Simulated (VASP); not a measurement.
# ZnS (Cm) in VASP: further runs

The runs below take ZnS through single point, with PBE.

Program: VASP 6.6.1. These are calculated values, not measurements. Logs are shortened: lines on timing, memory, paths and dates and some standing lists are left out, and cuts for length are marked.

**1. The cell of the first run**

The structure is monoclinic, space group Cm (No. 8). The conventional cell has a = 6.661 Å, b = 3.845 Å, c = 6.305 Å, α = 90.00°, β = 90.00°, γ = 90.00°. Within 3.0 Å of Zn (site symmetry m) lie 4 S at 2.26 to 2.72 Å. Zn (site symmetry m) has 4 S at 2.36 Å within 3.1 Å. S (site symmetry m) has 4 Zn at 2.27 to 2.36 Å within 3.0 Å. S (site symmetry m) has 4 Zn at 2.26 to 2.72 Å within 3.0 Å.

**2. Single point, PBE (atom 1 (Zn) moved -0.360 Å towards its neighbour atom 4 (S) at 2.357 Å)**

Input file INCAR:

```
PREC     = Accurate       # precision mode
ENCUT    = 520            # plane-wave cutoff, eV
EDIFF    = 1E-7           # SCF threshold, eV
ISMEAR   = 0              # smearing method
SIGMA    = 0.05           # smearing width, eV
LREAL    = False          # projectors in reciprocal space
LASPH    = True           # aspherical terms in the spheres
NELM     = 100            # most SCF steps
ALGO     = Normal         # electronic algorithm
ISIF     = 2              # what is computed and relaxed
LWAVE    = False          # write WAVECAR
LCHARG   = False          # write CHGCAR
GGA      = PE             # functional
NBANDS   = 26             # bands
```

Input file KPOINTS:

```
Automatic mesh
0
Gamma
  12 12 4
```

Input file POSCAR:

```
ZnS
1.0
    3.8454929889      0.0000000000      0.0000000000
   -1.9227464944      3.3302946184      0.0000000000
    0.0000000000      0.0000000000      6.3053333047
Zn S
2 2
Direct
    0.4351631249      0.7175815625      0.0243800193
    0.6666666667      0.3333333333      0.5052197899
    0.3333333333      0.6666666667      0.3797802101
    0.6666666667      0.3333333333      0.8797802101
```

Potentials or basis: VASP PAW PBE potentials, release 64 (Zn, S).

On the command line:

```bash
$ cat potpaw_PBE.64/Zn/POTCAR potpaw_PBE.64/S/POTCAR > POTCAR
$ mpirun -np 1 vasp_std > vasp.out
```

OUTCAR:

```text
PREC = Accurate
   ENCUT = 520
   EDIFF = 1E-7
   ISMEAR = 0
   LREAL = False
   LASPH = True
   NELM = 100
   ISIF = 2
   GGA = PE

 ion  position               nearest neighbor table
   1  0.435  0.718  0.024-   4 2.26   4 2.26   3 2.27   4 2.72
   2  0.667  0.333  0.505-   3 2.36   3 2.36   3 2.36   4 2.36
   3  0.333  0.667  0.380-   1 2.27   2 2.36   2 2.36   2 2.36
   4  0.667  0.333  0.880-   1 2.26   1 2.26   2 2.36   1 2.72

  LATTYP: Found a hexagonal cell.
 ALAT       =     3.8454929889
 C/A-ratio  =     1.6396683918

  Lattice vectors:

 A1 = (   3.8454929889,   0.0000000000,   0.0000000000)
 A2 = (  -1.9227464944,   3.3302946184,   0.0000000000)
 A3 = (   0.0000000000,   0.0000000000,   6.3053333047)

Analysis of symmetry for initial positions (statically):
=====================================================================
 Subroutine PRICEL returns:
 Original cell was already a primitive cell.

 Routine SETGRP: Setting up the symmetry group for a
 hexagonal supercell.

 Subroutine GETGRP returns: Found  2 space group operations
 (whereof  2 operations were pure point group operations)
 out of a pool of 24 trial point group operations.

The static configuration has the point symmetry C_1h.

Analysis of symmetry for dynamics (positions and initial velocities):
=====================================================================
 Subroutine PRICEL returns:
 Original cell was already a primitive cell.

 Routine SETGRP: Setting up the symmetry group for a
 hexagonal supercell.

 Subroutine GETGRP returns: Found  2 space group operations
 (whereof  2 operations were pure point group operations)
 out of a pool of 24 trial point group operations.

The dynamic configuration has the point symmetry C_1h.

 Subroutine INISYM returns: Found  2 space group operations
 (whereof  2 operations are pure point group operations),
 and found     1 'primitive' translations

----------------------------------------------------------------------------------------

                                     Primitive cell

  volume of cell :      80.7500

  direct lattice vectors                    reciprocal lattice vectors
     3.845492989  0.000000000  0.000000000     0.260044682  0.150136867  0.000000000
    -1.922746494  3.330294618  0.000000000     0.000000000  0.300273734  0.000000000
     0.000000000  0.000000000  6.305333305     0.000000000  0.000000000  0.158595898

  length of vectors
     3.845492989  3.845492989  6.305333305     0.300273734  0.300273734  0.158595898

  position of ions in fractional coordinates (direct lattice)
     0.435163125  0.717581563  0.024380019
     0.666666667  0.333333333  0.505219790
     0.333333333  0.666666667  0.379780210
     0.666666667  0.333333333  0.879780210

  ion indices of the primitive-cell ions
   primitive index   ion index
                 1           1
                 2           2
                 3           3
                 4           4

----------------------------------------------------------------------------------------

 KPOINTS: Automatic mesh

Automatic generation of k-mesh.
 Grid dimensions read from file:
 generate k-points for:   12   12    4

 Generating k-lattice:

  Cartesian coordinates                     Fractional coordinates (reciprocal lattice)
     0.021670390  0.012511406  0.000000000     0.083333333  0.000000000  0.000000000
     0.000000000  0.025022811  0.000000000     0.000000000  0.083333333  0.000000000
     0.000000000  0.000000000  0.039648975     0.000000000  0.000000000  0.250000000

  Length of vectors
     0.025022811  0.025022811  0.039648975

  Shift w.r.t. Gamma in fractional coordinates (k-lattice)
     0.000000000  0.000000000  0.000000000

 Subroutine IBZKPT returns following result:
 ===========================================

 Found    164 irreducible k-points:

 Following reciprocal coordinates:
            Coordinates               Weight
  0.000000  0.000000  0.000000      1.000000
  0.083333 -0.000000  0.000000      2.000000
  0.000000  0.083333  0.000000      4.000000
  0.166667 -0.000000  0.000000      2.000000
  0.000000  0.166667  0.000000      4.000000
  0.250000  0.000000  0.000000      2.000000
[... 16 lines left out ...]
 -0.083333  0.416667  0.000000      4.000000
 -0.416667  0.333333  0.000000      4.000000
 [... further k-points ...]
   k-points           NKPTS =    164   k-points in BZ     NKDIM =    164   number of bands    NBANDS=     26
   number of dos      NEDOS =    301   number of ions     NIONS =      4
   total plane-waves  NPLWV =  43200
   dimension x,y,z NGX =    30 NGY =   30 NGZ =   48
   dimension x,y,z NGXF=    60 NGYF=   60 NGZF=   96
   ions per type =               2   2
   NGX,Y,Z   is equivalent  to a cutoff of  12.97, 12.97, 12.66 a.u.
   NGXF,Y,Z  is equivalent  to a cutoff of  25.94, 25.94, 25.31 a.u.
 SYSTEM =  unknown system
   PREC   = accura    normal or accurate (medium, high low for compatibility)
   ISTART =      0    job   : 0-new  1-cont  2-samecut
   ICHARG =      2    charge: 1-file 2-atom 10-const
   ISPIN  =      1    spin polarized calculation?
   LNONCOLLINEAR =      F non collinear calculations
   LSORBIT =      F    spin-orbit coupling
   LASPH  =      T    aspherical Exc in radial PAW
   ENCUT  =  520.0 eV  38.22 Ry    6.18 a.u.   7.15  7.15 11.72*2*pi/ulx,y,z
   NELM   =    100;   NELMIN=  2; NELMDL= -5     # of ELM steps
   EDIFF  = 0.1E-06   stopping-criterion for ELM
   LREAL  =      F    real-space projection
   EDIFFG = 0.1E-05   stopping-criterion for IOM
   NSW    =      0    number of steps for IOM
   IBRION =     -1    ionic relax: 0-MD 1-quasi-New 2-CG
   NFREE  =      0    steps in history (QN), initial steepest desc. (CG)
   ISIF   =      2    stress and relaxation
   ISYM   =      2    0-nonsym 1-usesym 2-fastsym
   POTIM  = 0.5000    time-step for ionic-motion
   TEBEG  =    0.0;   TEEND  =   0.0 temperature during run
   PSTRESS=    0.0 pullay stress
   NELECT =      36.0000    total number of electrons
   NUPDOWN=      -1.0000    fix difference up-down
   EMIN   =  10.00;   EMAX   =-10.00  energy-range for DOS
   EFERMI =   0.00;   METHOD = LEGACY
   ISMEAR =     0;   SIGMA  =   0.05  broadening in eV -4-tet -1-fermi 0-gaus
   EFERMI_NEDOS =   21; number of points for ismear=-14 and -15
   IALGO  =     38    algorithm
   IMIX   =      4    mixing-type and parameters
     AMIX     =   0.40;   BMIX     =  1.00
     AMIX_MAG =   1.60;   BMIX_MAG =  1.00
  volume/ion in A,a.u.               =      20.19       136.23
  Fermi-wavevector in a.u.,A,eV,Ry     =   1.250628  2.363344 21.280464  1.564070
  Thomas-Fermi vector in A             =   2.384613
   LORBIT       =      0    0 simple, 1 ext, 2 COOP (PROOUT), +10 PAW based schemes
   GGA     = PE    functional components
   LHFCALC =     F    Hartree Fock is set to
   AEXX    =    0.0000 exact exchange contribution
   IVDW    =     0    specifies the selected vdW correction
   LEPSILON=     F    determine dielectric tensor
   LRPA    =     F    only Hartree local field effects (RPA)
 non-spin polarized calculation
 Gauss-broadening in eV      SIGMA  =   0.05
  energy-cutoff  :      520.00
  volume of cell :       80.75
 maximum number of plane-waves:      2208
 NGX is ok and might be reduce to    30
   NGX = 15   NGY = 15   NGZ = 23

 number of electron      36.0000012 magnetization

 Free energy of the ion-electron system (eV)
  ---------------------------------------------------
  ext. energy  EPLUGINS =         0.00000000
  ---------------------------------------------------
  free energy    TOTEN  =       -13.47897742 eV

  energy without entropy =      -13.47897742  energy(sigma->0) =      -13.47897742

 E-fermi :   2.2880     XC(G=0):  -9.5177

 val. band max:        2.0821098465   @ k =   0.0000   0.0000   0.0000
 cond. band min:       3.9656528947   @ k =   0.0000   0.0000   0.0000
 fundamental gap:      1.8835430483
 Fermi energy:         2.2879839416

 k-point     1 :       0.0000    0.0000    0.0000
  band No.  band energies     occupation
      1     -11.1824      2.00000
      2     -10.1706      2.00000
      3      -4.4970      2.00000
      4      -4.4829      2.00000
      5      -4.3993      2.00000
      6      -4.3147      2.00000
[... 18 lines left out ...]
     25      10.0864      0.00000
     26      10.9803      0.00000

 k-point     2 :       0.0833   -0.0000    0.0000
  band No.  band energies     occupation
      1     -11.1398      2.00000
      2     -10.1473      2.00000
      3      -4.4892      2.00000
      4      -4.4770      2.00000
      5      -4.4006      2.00000
      6      -4.3065      2.00000
[... 18 lines left out ...]
     25      10.2245      0.00000
     26      10.7517      0.00000

 k-point     3 :       0.0000    0.0833    0.0000
  band No.  band energies     occupation
      1     -11.1380      2.00000
      2     -10.1446      2.00000
      3      -4.4908      2.00000
      4      -4.4812      2.00000
      5      -4.3892      2.00000
      6      -4.3119      2.00000
[... 18 lines left out ...]
     25      10.0580      0.00000
     26      10.7137      0.00000

 k-point     4 :       0.1667   -0.0000    0.0000
  band No.  band energies     occupation
      1     -11.0187      2.00000
      2     -10.0842      2.00000
      3      -4.4668      2.00000
      4      -4.4626      2.00000
      5      -4.4035      2.00000
      6      -4.2823      2.00000
[... 18 lines left out ...]
     25      10.3230      0.00000
     26      10.6053      0.00000
[... 496 lines left out ...]
      1     -10.5233      2.00000
      2      -9.8893      2.00000
      3      -4.4407      2.00000
      4      -4.4105      2.00000
      5      -4.3283      2.00000
      6      -4.1911      2.00000
[... 18 lines left out ...]
     25      10.6599      0.00000
     26      11.6539      0.00000

 k-point    23 :      -0.0833    0.4167    0.0000
  band No.  band energies     occupation
      1     -10.4926      2.00000
      2      -9.8474      2.00000
      3      -4.4277      2.00000
      4      -4.3470      2.00000
      5      -4.2892      2.00000
      6      -4.1685      2.00000
[... 18 lines left out ...]
     25      10.8773      0.00000
     26      11.8842      0.00000

 k-point    24 :      -0.4167    0.3333    0.0000
  band No.  band energies     occupation
      1     -10.4988      2.00000
      2      -9.8566      2.00000
      3      -4.4507      2.00000
      4      -4.3678      2.00000
      5      -4.2657      2.00000
      6      -4.1986      2.00000
[... 18 lines left out ...]
     25      10.8345      0.00000
     26      11.5703      0.00000

 [... further k-points ...]
[... 5 lines left out ...]
  --------------------------------------------------------------------------------------
  -------------------------------------------------------------------------------------
  Total        0.2176526      0.7884853      0.9944925     -0.4943556     -0.2472795     -0.4283013
  in kB        4.3184873     15.6444916     19.7319210     -9.8086074     -4.9063219     -8.4980108
  external PRESSURE =      13.2316333 kB  Pullay stress =       0.0000000 kB

 VOLUME and BASIS-vectors are now :
 -----------------------------------------------------------------------------
  energy-cutoff  :      520.00
  volume of cell :       80.75
      direct lattice vectors                 reciprocal lattice vectors
     3.845492989  0.000000000  0.000000000     0.260044682  0.150136867  0.000000000
    -1.922746494  3.330294618  0.000000000     0.000000000  0.300273734  0.000000000
     0.000000000  0.000000000  6.305333305     0.000000000  0.000000000  0.158595898

 POSITION                                       TOTAL-FORCE (eV/Angst)
 -----------------------------------------------------------------------------------
      0.29369      2.38976      0.15372        -0.673141     -0.388638     -0.507055
      1.92275      1.11010      3.18558        -0.072266     -0.041723      0.240759
     -0.00000      2.22020      2.39464         0.077515      0.044754      0.427006
      1.92275      1.11010      5.54731         0.667892      0.385608     -0.160711
 -----------------------------------------------------------------------------------
    total drift:                               -0.000324     -0.000187     -0.000741

  FREE ENERGIE OF THE ION-ELECTRON SYSTEM (eV)
  ---------------------------------------------------
  free  energy   TOTEN  =       -13.4789774176 eV

  energy  without entropy=      -13.4789774176  energy(sigma->0) =      -13.47897742
```

Run time: 2.7 min. Hardware: 1 thread of Intel Xeon 6975P-C (Granite Rapids), shared host; peak memory 0.39 GiB.

What came out:

| Quantity | Value |
| --- | --- |
| Free energy | -13.4790 eV |
| Pressure | 1.3 GPa |
| Largest force | 0.928 eV/Å |
| Band gap on the k mesh | 1.88 eV, direct |

Forces in eV/Å, atoms in the order of the input:
```
Zn  -0.673 -0.389 -0.507
Zn  -0.072 -0.042  0.241
S    0.078  0.045  0.427
S    0.668  0.386 -0.161
```

Caveat: the cell differs from its parent crystal (atom 1 (Zn) moved -0.360 Å towards its neighbour atom 4 (S) at 2.357 Å). A k mesh can miss the band edges.

**3. Single point, PBE (atom 1 (Zn) moved +0.270 Å towards its neighbour atom 4 (S) at 2.357 Å)**

Input file INCAR:

```
PREC = Accurate
ENCUT = 520
EDIFF = 1E-6
ISMEAR = 0
SIGMA = 0.05
LREAL = False
LASPH = True
NELM = 100
ALGO = Normal
ISIF = 2
LWAVE = False
LCHARG = False
GGA = PE
NBANDS = 26
```

KPOINTS is that of step 2.

Edit POSCAR of step 2 so:

```diff
@@ -8,3 +8,3 @@
 Direct
-    0.4351631249      0.7175815625      0.0243800193
+    0.2569609897      0.6284804948     -0.0091503821
     0.6666666667      0.3333333333      0.5052197899
```

Potentials or basis: VASP PAW PBE potentials, release 64 (Zn, S).

On the command line:

```bash
$ cat potpaw_PBE.64/Zn/POTCAR potpaw_PBE.64/S/POTCAR > POTCAR
$ mpirun -np 1 vasp_std > vasp.out
```

It took 2.3 min on 1 thread of Intel Xeon 6975P-C (Granite Rapids), shared host; peak memory 0.4 GiB.

It converged, with:

```yaml
Free_energy: -13.3899 eV
Pressure: 1.9 GPa
Largest_force: 2.746 eV/Å
Band_gap_on_the_k_mesh: 2.03 eV, direct
```

Forces on the atoms (eV/Å):
```
Zn   2.190  1.264  1.070
Zn   0.029  0.017 -0.158
S   -0.076 -0.044 -0.286
S   -2.142 -1.237 -0.626
```

Stress tensor (GPa, compression positive):
```
 4.79  3.40  2.49
 3.40  0.86  1.44
 2.49  1.44 -0.07
```

Levels at points of the mesh, in eV from the valence-band top:
```csv
k point,band 14,band 15,band 16,band 17,band 18,band 19,band 20,band 21,band 22,band 23
"(0.00, 0.00, 0.00)",-1.20,-0.70,-0.17,-0.04,0.00,2.03,2.91,5.97,6.50,6.55
"(0.50, 0.00, 0.00)",-4.18,-2.95,-2.21,-1.81,-0.96,3.80,4.22,5.08,7.02,7.07
"(0.00, 0.50, 0.00)",-4.07,-3.23,-2.20,-1.50,-0.92,3.33,4.09,5.06,6.95,7.30
"(0.00, 0.00, 0.50)",-2.69,-0.97,-0.46,-0.38,-0.26,3.24,3.51,6.08,6.60,6.64
"(0.50, 0.00, 0.50)",-4.75,-1.79,-1.71,-1.48,-1.47,3.34,3.76,5.07,5.32,8.76
"(0.00, 0.50, 0.50)",-4.67,-1.92,-1.64,-1.46,-1.37,3.29,3.59,4.79,5.29,8.70
```

Caveat: the cell differs from its parent crystal (atom 1 (Zn) moved +0.270 Å towards its neighbour atom 4 (S) at 2.357 Å); forces of over 1 eV/Å act on the atoms, so gaps and moduli don't describe the material at rest. A k mesh can miss the band edges.

**4. Single point, PBE (atom 1 (Zn) moved +0.450 Å towards its neighbour atom 4 (S) at 2.357 Å)**

INCAR is that of step 3.

KPOINTS is that of step 3.

Edit POSCAR of step 3 so:

```diff
@@ -8,3 +8,3 @@
 Direct
-    0.2569609897      0.6284804948     -0.0091503821
+    0.2060460939      0.6030230469     -0.0187304968
     0.6666666667      0.3333333333      0.5052197899
```

On the command line:

```bash
$ cat potpaw_PBE.64/Zn/POTCAR potpaw_PBE.64/S/POTCAR > POTCAR
$ mpirun -np 1 vasp_std > vasp.out
```

Run time: 6.2 min. Hardware: 1 thread of Oxide Virtual Turin-like, shared host; peak memory 0.36 GiB.

Results (log left out):

| Quantity | Value |
| --- | --- |
| Free energy | -12.5517 eV |
| Pressure | 6.1 GPa |
| Largest force | 7.084 eV/Å |
| Band gap on the k mesh | 1.99 eV, direct |

Forces in eV/Å, atoms in the order of the input:
```
Zn   5.694  3.288  2.636
Zn   0.032  0.019 -0.262
S   -0.128 -0.074 -0.415
S   -5.598 -3.232 -1.959
```

Stress tensor (GPa, compression positive):
```
13.68  8.77  6.29
 8.77  3.55  3.63
 6.29  3.63  1.10
```

Levels at points of the mesh, in eV from the valence-band top:
| k point | band 14 | band 15 | band 16 | band 17 | band 18 | band 19 | band 20 | band 21 | band 22 | band 23 |
| --- | --- | --- | --- | --- | --- | --- | --- | --- | --- | --- |
| (0.00, 0.00, 0.00) | -1.44 | -0.61 | -0.20 | -0.02 | 0.00 | 1.99 | 2.82 | 5.72 | 6.45 | 6.71 |
| (0.50, 0.00, 0.00) | -4.21 | -2.81 | -2.28 | -1.91 | -1.00 | 3.88 | 4.24 | 5.02 | 6.90 | 7.09 |
| (0.00, 0.50, 0.00) | -4.09 | -3.29 | -2.18 | -1.42 | -0.90 | 2.98 | 4.06 | 5.01 | 6.88 | 7.34 |
| (0.00, 0.00, 0.50) | -2.61 | -1.26 | -0.46 | -0.33 | -0.16 | 3.07 | 3.54 | 5.71 | 6.52 | 6.63 |
| (0.50, 0.00, 0.50) | -4.77 | -1.94 | -1.77 | -1.42 | -1.38 | 3.16 | 3.92 | 5.00 | 5.37 | 8.75 |
| (0.00, 0.50, 0.50) | -4.61 | -2.05 | -1.67 | -1.40 | -1.25 | 3.06 | 3.62 | 4.51 | 5.34 | 8.66 |

Caveat: the cell differs from its parent crystal (atom 1 (Zn) moved +0.450 Å towards its neighbour atom 4 (S) at 2.357 Å); forces of over 1 eV/Å act on the atoms, so gaps and moduli don't describe the material at rest. A k mesh can miss the band edges.
